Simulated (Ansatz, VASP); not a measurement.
**One calculation of Zn4HO4, two programs**

The input INCAR:

```
SYSTEM = Zn4HO4
PREC = Accurate
ENCUT = 520
EDIFF = 1E-7
ISMEAR = 0
SIGMA = 0.05
LREAL = .False.
LASPH = .True.
NELM = 100
ALGO = Normal
ISIF = 2
LWAVE = .False.
LCHARG = .True.
GGA = PE
LELF = .True.
LVHAR = .True.
NBANDS = 46
```

KPOINTS

```
Automatic mesh
0
Gamma
  4 4 8
  0 0 0
```

The input POSCAR:

```
Zn4HO4
1.0
    5.6098780345      0.0000000000      0.0000000000
    0.0000000000      5.6098780345      0.0000000000
    0.0000000000      0.0000000000      3.2790255992
Zn O H
4 4 1
Direct
    0.1816262562      0.1816262562      0.5000000000
    0.8183737438      0.8183737438      0.5000000000
    0.6816262562      0.3183737438      0.0000000000
    0.3183737438      0.6816262562      0.0000000000
    0.8184651117      0.1815348883      0.5000000000
    0.1815348883      0.8184651117      0.5000000000
    0.6815348883      0.6815348883      0.0000000000
    0.3184651117      0.3184651117      0.0000000000
    0.9999176225      0.0683737438      0.5000000000
```

Input for Ansatz:

```yaml
crystal:
  lattice:
    - [5.6098780345, 0.0, 0.0]
    - [0.0, 5.6098780345, 0.0]
    - [0.0, 0.0, 3.2790255992]
  atoms:
    - { symbol: Zn, position: [0.1816262562, 0.1816262562, 0.5] }
    - { symbol: Zn, position: [0.8183737438, 0.8183737438, 0.5] }
    - { symbol: Zn, position: [0.6816262562, 0.3183737438, 0.0] }
    - { symbol: Zn, position: [0.3183737438, 0.6816262562, 0.0] }
    - { symbol: O, position: [0.8184651117, 0.1815348883, 0.5] }
    - { symbol: O, position: [0.1815348883, 0.8184651117, 0.5] }
    - { symbol: O, position: [0.6815348883, 0.6815348883, 0.0] }
    - { symbol: O, position: [0.3184651117, 0.3184651117, 0.0] }
    - { symbol: H, position: [0.9999176225, 0.0683737438, 0.5] }
basis:
  ecutwfc: 420
kpoints:
  mp_grid: { grid: [4, 4, 8] }
hamiltonian:
  xc: pbe
  pseudopotentials: { kind: paw, azcp: { folder: soft_1 } }
scf:
  occupations: { method: gaussian, width: 0.05 }
output:
  forces: true
  stress: true
  eigenvalues: true
```

Alike in both runs: task single point; functional PBE; k mesh 4 × 4 × 8; occupations gaussian, width 0.05 eV; no spin polarisation.

```csv
,VASP,Ansatz
version,VASP 6.6.1,Ansatz 0.2.0
potentials or method,"VASP PAW PBE potentials, release 64 (Zn, O, H), cutoff 520 eV","scalar-relativistic, plane waves, PAW"
valence electrons in the cell,73,73
```

|  | VASP | Ansatz | Ansatz less VASP |
| --- | --- | --- | --- |
| gap on the k mesh at the Fermi level (eV) | none | none | - |
| pressure (GPa) | 16.5 | 15.4 | -1.09 |
| traceless stress, the component that is largest in VASP (GPa) | 10.51 | 10.45 | -0.060 |
| rms of the force components (eV/Å) | 3.002 | 2.953 | -0.0497 |

Atom by atom the forces differ by 0.060 eV/Å (rms over components). A gap of «none» marks a metal or a gap that the smearing closes.
